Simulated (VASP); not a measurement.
# BAs (F-43m) in VASP: further runs

BAs is run at these levels: PBE; tasks: single point, relaxation of cell and atoms.

Program: VASP 6.6.1. These are calculated values, not measurements. Logs are shortened: lines on timing, memory, paths and dates and some standing lists are left out, and cuts for length are marked.

## Step 1: The cell of the first run

The structure is cubic, space group F-43m (No. 216). The conventional cell has a = 4.809 Å, b = 4.809 Å, c = 4.809 Å, α = 90.00°, β = 90.00°, γ = 90.00°. Within 2.8 Å of B (site symmetry -43m) lie 4 As at 2.08 Å. Within 2.8 Å of As (site symmetry -43m) lie 4 B at 2.08 Å.

## Step 2: Single point, PBE

The input, INCAR:

```
  PREC = Accurate
  ENCUT = 520
  EDIFF = 1E-6
  ISMEAR = 0
  SIGMA = 0.01
  LREAL = F
  LASPH = T
  NELM = 100
  ALGO = Normal
  ISIF = 2
  LWAVE = F
  LCHARG = F
  GGA = PE
  NBANDS = 11
```

The input, KPOINTS:

```
Automatic mesh
0
Gamma
  10 10 10
```

The input, POSCAR:

```
BAs
1.0
    0.0000000000      2.4046443034      2.4046443034
    2.4046443034      0.0000000000      2.4046443034
    2.4046443034      2.4046443034      0.0000000000
B As
1 1
Direct
    0.0000000000      0.0000000000      0.0000000000
    0.7500000000      0.7500000000      0.7500000000
```

Potentials or basis: VASP PAW PBE potentials, release 64 (B, As).

Run with:

```
$ cat potpaw_PBE.64/B/POTCAR potpaw_PBE.64/As/POTCAR > POTCAR
$ mpirun -np 1 vasp_std > vasp.out
```

OUTCAR:

```text
PREC = Accurate
   ENCUT = 520
   EDIFF = 1E-6
   ISMEAR = 0
   LREAL = F
   LASPH = T
   NELM = 100
   ISIF = 2
   GGA = PE

 ion  position               nearest neighbor table
   1  0.000  0.000  0.000-   2 2.08   2 2.08   2 2.08   2 2.08
   2  0.750  0.750  0.750-   1 2.08   1 2.08   1 2.08   1 2.08

  LATTYP: Found a face centered cubic cell.
 ALAT       =     4.8092886068

  Lattice vectors:

 A1 = (   0.0000000000,   2.4046443034,   2.4046443034)
 A2 = (   2.4046443034,   0.0000000000,   2.4046443034)
 A3 = (   2.4046443034,   2.4046443034,   0.0000000000)

Analysis of symmetry for initial positions (statically):
=====================================================================
 Subroutine PRICEL returns:
 Original cell was already a primitive cell.

 Routine SETGRP: Setting up the symmetry group for a
 face centered cubic supercell.

 Subroutine GETGRP returns: Found 24 space group operations
 (whereof 24 operations were pure point group operations)
 out of a pool of 48 trial point group operations.

The static configuration has the point symmetry T_d .

Analysis of symmetry for dynamics (positions and initial velocities):
=====================================================================
 Subroutine PRICEL returns:
 Original cell was already a primitive cell.

 Routine SETGRP: Setting up the symmetry group for a
 face centered cubic supercell.

 Subroutine GETGRP returns: Found 24 space group operations
 (whereof 24 operations were pure point group operations)
 out of a pool of 48 trial point group operations.

The dynamic configuration has the point symmetry T_d .

 Subroutine INISYM returns: Found 24 space group operations
 (whereof 24 operations are pure point group operations),
 and found     1 'primitive' translations

----------------------------------------------------------------------------------------

                                     Primitive cell

  volume of cell :      27.8088

  direct lattice vectors                    reciprocal lattice vectors
     0.000000000  2.404644303  2.404644303    -0.207930961  0.207930961  0.207930961
     2.404644303  0.000000000  2.404644303     0.207930961 -0.207930961  0.207930961
     2.404644303  2.404644303  0.000000000     0.207930961  0.207930961 -0.207930961

  length of vectors
     3.400680587  3.400680587  3.400680587     0.360146988  0.360146988  0.360146988

  position of ions in fractional coordinates (direct lattice)
     0.000000000  0.000000000  0.000000000
     0.750000000  0.750000000  0.750000000

  ion indices of the primitive-cell ions
   primitive index   ion index
                 1           1
                 2           2

----------------------------------------------------------------------------------------

 KPOINTS: Automatic mesh

Automatic generation of k-mesh.
 Grid dimensions read from file:
 generate k-points for:   10   10   10

 Generating k-lattice:

  Cartesian coordinates                     Fractional coordinates (reciprocal lattice)
    -0.020793096  0.020793096  0.020793096     0.100000000  0.000000000  0.000000000
     0.020793096 -0.020793096  0.020793096     0.000000000  0.100000000  0.000000000
     0.020793096  0.020793096 -0.020793096     0.000000000  0.000000000  0.100000000

  Length of vectors
     0.036014699  0.036014699  0.036014699

  Shift w.r.t. Gamma in fractional coordinates (k-lattice)
     0.000000000  0.000000000  0.000000000

 Subroutine IBZKPT returns following result:
 ===========================================

 Found     47 irreducible k-points:

 Following reciprocal coordinates:
            Coordinates               Weight
  0.000000  0.000000  0.000000      1.000000
  0.100000  0.000000  0.000000      8.000000
  0.200000  0.000000  0.000000      8.000000
  0.300000  0.000000  0.000000      8.000000
  0.400000  0.000000  0.000000      8.000000
  0.500000  0.000000  0.000000      4.000000
[... 16 lines left out ...]
  0.300000  0.300000  0.000000      6.000000
  0.400000  0.300000  0.000000     24.000000
 [... further k-points ...]
   k-points           NKPTS =     47   k-points in BZ     NKDIM =     47   number of bands    NBANDS=     11
   number of dos      NEDOS =    301   number of ions     NIONS =      2
   total plane-waves  NPLWV =  21952
   dimension x,y,z NGX =    28 NGY =   28 NGZ =   28
   dimension x,y,z NGXF=    56 NGYF=   56 NGZF=   56
   ions per type =               1   1
   NGX,Y,Z   is equivalent  to a cutoff of  13.69, 13.69, 13.69 a.u.
   NGXF,Y,Z  is equivalent  to a cutoff of  27.38, 27.38, 27.38 a.u.
 SYSTEM =  unknown system
   PREC   = accura    normal or accurate (medium, high low for compatibility)
   ISTART =      0    job   : 0-new  1-cont  2-samecut
   ICHARG =      2    charge: 1-file 2-atom 10-const
   ISPIN  =      1    spin polarized calculation?
   LNONCOLLINEAR =      F non collinear calculations
   LSORBIT =      F    spin-orbit coupling
   LASPH  =      T    aspherical Exc in radial PAW
   ENCUT  =  520.0 eV  38.22 Ry    6.18 a.u.   6.32  6.32  6.32*2*pi/ulx,y,z
   NELM   =    100;   NELMIN=  2; NELMDL= -5     # of ELM steps
   EDIFF  = 0.1E-05   stopping-criterion for ELM
   LREAL  =      F    real-space projection
   EDIFFG = 0.1E-04   stopping-criterion for IOM
   NSW    =      0    number of steps for IOM
   IBRION =     -1    ionic relax: 0-MD 1-quasi-New 2-CG
   NFREE  =      0    steps in history (QN), initial steepest desc. (CG)
   ISIF   =      2    stress and relaxation
   ISYM   =      2    0-nonsym 1-usesym 2-fastsym
   POTIM  = 0.5000    time-step for ionic-motion
   TEBEG  =    0.0;   TEEND  =   0.0 temperature during run
   PSTRESS=    0.0 pullay stress
   NELECT =       8.0000    total number of electrons
   NUPDOWN=      -1.0000    fix difference up-down
   EMIN   =  10.00;   EMAX   =-10.00  energy-range for DOS
   EFERMI =   0.00;   METHOD = LEGACY
   ISMEAR =     0;   SIGMA  =   0.01  broadening in eV -4-tet -1-fermi 0-gaus
   EFERMI_NEDOS =   21; number of points for ismear=-14 and -15
   IALGO  =     38    algorithm
   IMIX   =      4    mixing-type and parameters
     AMIX     =   0.40;   BMIX     =  1.00
     AMIX_MAG =   1.60;   BMIX_MAG =  1.00
  volume/ion in A,a.u.               =      13.90        93.83
  Fermi-wavevector in a.u.,A,eV,Ry     =   1.080714  2.042253 15.890817  1.167942
  Thomas-Fermi vector in A             =   2.216712
   LORBIT       =      0    0 simple, 1 ext, 2 COOP (PROOUT), +10 PAW based schemes
   GGA     = PE    functional components
   LHFCALC =     F    Hartree Fock is set to
   AEXX    =    0.0000 exact exchange contribution
   IVDW    =     0    specifies the selected vdW correction
   LEPSILON=     F    determine dielectric tensor
   LRPA    =     F    only Hartree local field effects (RPA)
 non-spin polarized calculation
 Gauss-broadening in eV      SIGMA  =   0.01
  energy-cutoff  :      520.00
  volume of cell :       27.81
 maximum number of plane-waves:       763
 NGX is ok and might be reduce to    28
   NGX = 13   NGY = 13   NGZ = 13

 number of electron       8.0000000 magnetization

 Free energy of the ion-electron system (eV)
  ---------------------------------------------------
  ext. energy  EPLUGINS =         0.00000000
  ---------------------------------------------------
  free energy    TOTEN  =       -11.41342937 eV

  energy without entropy =      -11.41342937  energy(sigma->0) =      -11.41342937

 E-fermi :   6.0338     XC(G=0): -10.4969

 val. band max:        5.9051843628   @ k =   0.0000   0.0000   0.0000
 cond. band min:       7.1012647543   @ k =   0.4000   0.4000   0.0000
 fundamental gap:      1.1960803915
 Fermi energy:         6.0338266459

 k-point     1 :       0.0000    0.0000    0.0000
  band No.  band energies     occupation
      1      -9.3132      2.00000
      2       5.9052      2.00000
      3       5.9052      2.00000
      4       5.9052      2.00000
      5       9.1566      0.00000
      6       9.1566      0.00000
      7       9.1566      0.00000
      8      10.3363      0.00000
      9      15.3909      0.00000
     10      18.7744      0.00000
     11      18.7744      0.00000

 k-point     2 :       0.1000    0.0000    0.0000
  band No.  band energies     occupation
      1      -9.1521      2.00000
      2       4.5213      2.00000
      3       5.6106      2.00000
      4       5.6106      2.00000
      5       9.2593      0.00000
      6       9.5452      0.00000
      7       9.5452      0.00000
      8      11.2560      0.00000
      9      16.0217      0.00000
     10      17.7318      0.00000
     11      17.7318      0.00000

 k-point     3 :       0.2000    0.0000    0.0000
  band No.  band energies     occupation
      1      -8.6771      2.00000
      2       2.1887      2.00000
      3       5.0473      2.00000
      4       5.0473      2.00000
      5       9.0138      0.00000
      6      10.2514      0.00000
      7      10.2514      0.00000
      8      12.9218      0.00000
      9      17.0170      0.00000
     10      17.0221      0.00000
     11      17.0221      0.00000

 k-point     4 :       0.3000    0.0000    0.0000
  band No.  band energies     occupation
      1      -7.9255      2.00000
      2      -0.0645      2.00000
      3       4.5480      2.00000
      4       4.5480      2.00000
      5       8.7315      0.00000
      6      10.6577      0.00000
      7      10.6577      0.00000
      8      14.2379      0.00000
      9      17.1362      0.00000
     10      17.4505      0.00000
     11      17.4505      0.00000
[... 239 lines left out ...]
 k-point    22 :      -0.2000    0.2000    0.0000
  band No.  band energies     occupation
      1      -7.6673      2.00000
      2       0.4872      2.00000
      3       1.9171      2.00000
      4       4.6365      2.00000
      5       9.7616      0.00000
      6      10.9696      0.00000
      7      11.8324      0.00000
      8      12.8109      0.00000
      9      15.7610      0.00000
     10      18.4004      0.00000
     11      19.8779      0.00000

 k-point    23 :       0.3000    0.3000    0.0000
  band No.  band energies     occupation
      1      -7.4351      2.00000
      2       0.7201      2.00000
      3       2.7833      2.00000
      4       2.7833      2.00000
      5       7.3147      0.00000
      6       9.5505      0.00000
      7      14.2311      0.00000
      8      14.2311      0.00000
      9      16.7236      0.00000
     10      20.7388      0.00000
     11      20.8953      0.00000

 k-point    24 :       0.4000    0.3000    0.0000
  band No.  band energies     occupation
      1      -6.7242      2.00000
      2      -0.4987      2.00000
      3       2.0122      2.00000
      4       2.4918      2.00000
      5       7.6117      0.00000
      6       9.2932      0.00000
      7      14.5979      0.00000
      8      14.8415      0.00000
      9      17.7830      0.00000
     10      21.4656      0.00000
     11      21.6457      0.00000

 [... further k-points ...]
[... 5 lines left out ...]
  --------------------------------------------------------------------------------------
  -------------------------------------------------------------------------------------
  Total        0.1027985      0.1027985      0.1027985      0.0000000      0.0000000     -0.0000000
  in kB        5.9226317      5.9226317      5.9226317      0.0000000      0.0000000     -0.0000000
  external PRESSURE =       5.9226317 kB  Pullay stress =       0.0000000 kB

 VOLUME and BASIS-vectors are now :
 -----------------------------------------------------------------------------
  energy-cutoff  :      520.00
  volume of cell :       27.81
      direct lattice vectors                 reciprocal lattice vectors
     0.000000000  2.404644303  2.404644303    -0.207930961  0.207930961  0.207930961
     2.404644303  0.000000000  2.404644303     0.207930961 -0.207930961  0.207930961
     2.404644303  2.404644303  0.000000000     0.207930961  0.207930961 -0.207930961

 POSITION                                       TOTAL-FORCE (eV/Angst)
 -----------------------------------------------------------------------------------
      0.00000      0.00000      0.00000        -0.000000      0.000000      0.000000
      3.60697      3.60697      3.60697         0.000000     -0.000000     -0.000000
 -----------------------------------------------------------------------------------
    total drift:                                0.000000      0.000000      0.000000

  FREE ENERGIE OF THE ION-ELECTRON SYSTEM (eV)
  ---------------------------------------------------
  free  energy   TOTEN  =       -11.4134293672 eV

  energy  without entropy=      -11.4134293672  energy(sigma->0) =      -11.41342937
```

Run time: 7.2 s. Hardware: 1 thread of Intel Xeon 6975P-C (Granite Rapids), shared host; peak memory 0.16 GiB.

Results:

```yaml
Free_energy: -11.4134 eV
Pressure: 0.6 GPa
Band_gap_on_the_k_mesh: 1.20 eV, indirect (least direct gap 3.25 eV)
```

A k mesh can miss the band edges. As with any semilocal functional, this PBE gap is likely too small.

## Step 3: Relaxation of cell and atoms, PBE

The input, INCAR:

```
SYSTEM = BAs
ALGO = Normal ; EDIFF = 1E-7
EDIFFG = -0.001 ; ENCUT = 600
GGA = PE ; IBRION = 2
ISIF = 3 ; ISMEAR = 0
LASPH = .True. ; LCHARG = .False.
LREAL = .False. ; LWAVE = .False.
NELM = 80 ; NSW = 80
PREC = Accurate ; SIGMA = 0.01
```

The input, KPOINTS:

```
k-points
0
Gamma
  10 10 10
  0 0 0
```

The input, POSCAR:

```
BAs
1.0
    0.0000000000      2.4044111619      2.4044111619
    2.4044111619      0.0000000000      2.4044111619
    2.4044111619      2.4044111619      0.0000000000
B As
1 1
Direct
    0.0000000000      0.0000000000      0.0000000000
    0.7500000000      0.7500000000      0.7500000000
```

Potentials or basis: VASP PAW PBE potentials, release 64 (B, As).

Run with:

```
$ cat potpaw_PBE.64/B/POTCAR potpaw_PBE.64/As/POTCAR > POTCAR
$ mpirun -np 1 vasp_std > vasp.out
```

OUTCAR:

```text
SYSTEM = BAs
   EDIFF = 1E-7
   EDIFFG = -0.001
   ENCUT = 600
   GGA = PE
   IBRION = 2
   ISIF = 3
   ISMEAR = 0
   LASPH = .True.
   LREAL = .False.
   NELM = 80
   NSW = 80
   PREC = Accurate

 ion  position               nearest neighbor table
   1  0.000  0.000  0.000-   2 2.08   2 2.08   2 2.08   2 2.08
   2  0.750  0.750  0.750-   1 2.08   1 2.08   1 2.08   1 2.08

  LATTYP: Found a face centered cubic cell.
 ALAT       =     4.8088223238

  Lattice vectors:

 A1 = (   0.0000000000,   2.4044111619,   2.4044111619)
 A2 = (   2.4044111619,   0.0000000000,   2.4044111619)
 A3 = (   2.4044111619,   2.4044111619,   0.0000000000)

Analysis of symmetry for initial positions (statically):
=====================================================================
 Subroutine PRICEL returns:
 Original cell was already a primitive cell.
[... 286 lines left out ...]

  energy without entropy =      -11.41450267  energy(sigma->0) =      -11.41450267

 E-fermi :   5.9586     XC(G=0): -10.4777

 val. band max:        5.8564281749   @ k =   0.0000   0.0000   0.0000
 cond. band min:       7.0574475786   @ k =   0.4000   0.4000   0.0000
 fundamental gap:      1.2010194036
 Fermi energy:         5.9586325229

 k-point     1 :       0.0000    0.0000    0.0000
  band No.  band energies     occupation
      1      -9.3218      2.00000
      2       5.8564      2.00000
      3       5.8564      2.00000
      4       5.8564      2.00000
      5       9.1024      0.00000
      6       9.1024      0.00000
      7       9.1024      0.00000
      8      10.2322      0.00000
[... 243 lines left out ...]
 k-point    24 :       0.4000    0.3000    0.0000
  band No.  band energies     occupation
      1      -6.7449      2.00000
      2      -0.5353      2.00000
      3       1.9820      2.00000
      4       2.4592      2.00000
      5       7.5656      0.00000
      6       9.2429      0.00000
      7      14.5179      0.00000
      8      14.7636      0.00000

 [... further k-points ...]
[... 5 lines left out ...]
  --------------------------------------------------------------------------------------
  -------------------------------------------------------------------------------------
  Total       -0.0001772     -0.0001772     -0.0001772     -0.0000000     -0.0000000     -0.0000000
  in kB       -0.0101628     -0.0101628     -0.0101628     -0.0000000     -0.0000000     -0.0000000
  external PRESSURE =      -0.0101628 kB  Pullay stress =       0.0000000 kB
[... 17 lines left out ...]
  FREE ENERGIE OF THE ION-ELECTRON SYSTEM (eV)
  ---------------------------------------------------
  free  energy   TOTEN  =       -11.4145026658 eV

  energy  without entropy=      -11.4145026658  energy(sigma->0) =      -11.41450267

 reached required accuracy - stopping structural energy minimisation
```

Run time: 14 s. Hardware: 1 thread of Intel Xeon 6975P-C (Granite Rapids), shared host; peak memory 0.17 GiB.

What came out:

```
Free energy                            : -11.4145 eV
Relaxed volume                         : 13.97 Å³/atom
Relaxed cell                           : a = 3.406 Å, b = 3.406 Å, c = 3.406 Å, α = 60.00°, β = 60.00°, γ = 60.00°
Space group after relaxing (to 0.05 Å) : F-43m (No. 216)
Energy gained by relaxing              : 0.1 meV/atom
Ionic steps                            : 4
Pressure after relaxing                : 0.0 GPa
Band gap on the k mesh                 : 1.20 eV, indirect (least direct gap 3.25 eV)
```

The path:
```csv
step,energy change (eV),largest force (eV/Å),pressure (GPa),volume (Å³)
1,0.0000,0.0000,0.63,27.80
2,-0.0001,0.0000,-0.42,28.02
3,-0.0003,0.0000,0.01,27.93
4,-0.0003,0.0000,0.00,27.93
```

Final structure:
```
B As
1.0
     0.00000    2.40821    2.40821
     2.40821    0.00000    2.40821
     2.40821    2.40821    0.00000
B As
1 1
Direct
  0.00000 0.00000 0.00000
  0.75000 0.75000 0.75000
```

Levels at points of the mesh, in eV from the valence-band top:
```tsv
k point	band 1	band 2	band 3	band 4	band 5	band 6	band 7	band 8
(0.00, 0.00, 0.00)	-15.18	0.00	0.00	0.00	3.25	3.25	3.25	4.38
(0.50, 0.00, 0.00)	-12.40	-8.61	-1.78	-1.78	2.55	4.75	4.75	8.82
(0.50, 0.50, 0.00)	-11.12	-8.39	-3.98	-3.98	1.46	1.46	11.13	11.13
```

## Step 4: Relaxation of cell and atoms, PBE, target pressure 4 GPa, at which the enthalpy is minimised

The input, INCAR:

```
  ALGO = Normal
  EDIFF = 1E-7
  EDIFFG = -0.001
  ENCUT = 600
  GGA = PE
  IBRION = 2
  ISIF = 3
  ISMEAR = 0
  LASPH = T
  LCHARG = F
  LREAL = F
  LWAVE = F
  NELM = 100
  NSW = 80
  PREC = Accurate
  PSTRESS = 40.0
  SIGMA = 0.01
```

The input, KPOINTS:

```
k-points
0
Gamma
  10 10 10
```

The input, POSCAR:

```
BAs
1.0
    0.0000000000      2.4046443034      2.4046443034
    2.4046443034      0.0000000000      2.4046443034
    2.4046443034      2.4046443034      0.0000000000
B As
1 1
Direct
    0.0000000000      0.0000000000      0.0000000000
    0.7500000000      0.7500000000      0.7500000000
```

Run with:

```
$ cat potpaw_PBE.64/B/POTCAR potpaw_PBE.64/As/POTCAR > POTCAR
$ mpirun -np 1 vasp_std > vasp.out
```

Run time: 13 s. Hardware: 1 thread of Intel Xeon 6975P-C (Granite Rapids), shared host; peak memory 0.16 GiB.

It converged, with:

```yaml
Free_energy: -11.4049 eV
Relaxed_volume: 13.57 Å³/atom
Relaxed_cell: a = 3.373 Å, b = 3.373 Å, c = 3.373 Å, α = 60.00°, β = 60.00°, γ = 60.00°
Space_group_after_relaxing_to_0.05_Å: F-43m (No. 216)
Energy_change_on_relaxing_the_enthalpy_is_what_falls: +4.7 meV/atom
Ionic_steps: 3
Pressure_after_relaxing: 4.0 GPa
Band_gap_on_the_k_mesh: 1.17 eV, indirect (least direct gap 3.28 eV)
```

The path:
| step | energy change (eV) | largest force (eV/Å) | pressure (GPa) | volume (Å³) |
| --- | --- | --- | --- | --- |
| 1 | 0.0000 | 0.0000 | 0.59 | 27.81 |
| 2 | 0.0267 | 0.0000 | 6.93 | 26.63 |
| 3 | 0.0093 | 0.0000 | 4.00 | 27.15 |

Final structure:
```
B As
1.0
     0.00000    2.38536    2.38536
     2.38536    0.00000    2.38536
     2.38536    2.38536    0.00000
B As
1 1
Direct
  0.00000 0.00000 0.00000
  0.75000 0.75000 0.75000
```

Levels at points of the mesh, in eV from the valence-band top:
| k point | band 1 | band 2 | band 3 | band 4 | band 5 | band 6 | band 7 | band 8 |
| --- | --- | --- | --- | --- | --- | --- | --- | --- |
| (0.00, 0.00, 0.00) | -15.44 | 0.00 | 0.00 | 0.00 | 3.28 | 3.28 | 3.28 | 4.74 |
| (0.50, 0.00, 0.00) | -12.55 | -8.82 | -1.83 | -1.83 | 2.72 | 4.79 | 4.79 | 8.87 |
| (0.50, 0.50, 0.00) | -11.23 | -8.55 | -4.10 | -4.10 | 1.42 | 1.44 | 11.40 | 11.40 |

Caveat: the cell is relaxed towards a set pressure, so the enthalpy falls and the energy may rise. A k mesh can miss the band edges.

(Part 1 of 2 ends here.)
